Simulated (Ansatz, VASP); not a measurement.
**SiC in VASP and in Ansatz**

The input POSCAR:

```
SiC
1.0
    2.9521872073      0.0000000000      0.0000000000
   -1.4760936037      2.5566691183      0.0000000000
    0.0000000000      0.0000000000      5.2500935267
Si C
2 2
Direct
    0.3333333333      0.6666666667      0.0046028828
    0.6666666667      0.3333333333      0.5046028828
    0.3333333333      0.6666666667      0.3803971172
    0.6666666667      0.3333333333      0.8803971172
```

Contents of INCAR.step1:

```
SYSTEM = SiC
PREC = Accurate
ENCUT = 520
ISMEAR = 0
SIGMA = 0.05
LREAL = .FALSE.
LASPH = .TRUE.
NELM = 80
NBANDS = 16
GGA = PE
ALGO = Normal
EDIFF = 1E-4
LWAVE = .TRUE.
LCHARG = .FALSE.
```

File INCAR.step2:

```
SYSTEM = SiC
PREC = Accurate
ENCUT = 520
EDIFF = 1E-6
ISMEAR = 0
SIGMA = 0.05
LREAL = .FALSE.
LASPH = .TRUE.
NELM = 80
ALGO = Normal
ISIF = 2
LWAVE = .FALSE.
LCHARG = .TRUE.
METAGGA = R2SCAN
LMIXTAU = .TRUE.
LELF = .TRUE.
LVHAR = .TRUE.
NBANDS = 16
ISTART = 1
```

Contents of KPOINTS:

```
regular mesh
0
G
  12 12 6
  0 0 0
```

Input for Ansatz:

```yaml
crystal:
  lattice:
    - [2.9521872073, 0.0, 0.0]
    - [-1.4760936037, 2.5566691183, 0.0]
    - [0.0, 0.0, 5.2500935267]
  atoms:
    - { symbol: Si, position: [0.3333333333, 0.6666666667, 0.0046028828] }
    - { symbol: Si, position: [0.6666666667, 0.3333333333, 0.5046028828] }
    - { symbol: C, position: [0.3333333333, 0.6666666667, 0.3803971172] }
    - { symbol: C, position: [0.6666666667, 0.3333333333, 0.8803971172] }
basis:
  ecutwfc: 500
kpoints:
  mp_grid: { grid: [12, 12, 6] }
hamiltonian:
  xc: r2scan
scf:
  occupations: { method: gaussian, width: 0.05 }
output:
  forces: true
  stress: true
  eigenvalues: true
```

Change from the starting cell: strain -0.040 along x and y, +0.040 along z, atoms carried along.

Alike in both runs: task single point; functional r2SCAN; k mesh 12 × 12 × 6; occupations gaussian, width 0.05 eV; no spin polarisation.

|  | VASP | Ansatz |
| --- | --- | --- |
| version | VASP 6.6.1 | Ansatz 0.2.0 |
| potentials or method | VASP PAW PBE potentials, release 64 (Si, C), cutoff 520 eV | scalar-relativistic, plane waves, PAW |
| valence electrons in the cell | 16 | 16 |

|  | VASP | Ansatz | Ansatz less VASP |
| --- | --- | --- | --- |
| gap on the k mesh at the Fermi level (eV) | 2.25 | 2.24 | -0.003 |
| least direct gap on the mesh (eV) | 4.93 | 4.92 | -0.010 |
| pressure (GPa) | 12.7 | 13.0 | +0.23 |
| traceless stress, the component that is largest in VASP (GPa) | -33.00 | -32.83 | +0.167 |
| rms of the force components (eV/Å) | 0.359 | 0.364 | +0.0044 |

VASP's potentials were made for PBE, not for r2SCAN. Atom by atom the forces differ by 0.004 eV/Å (rms over components).
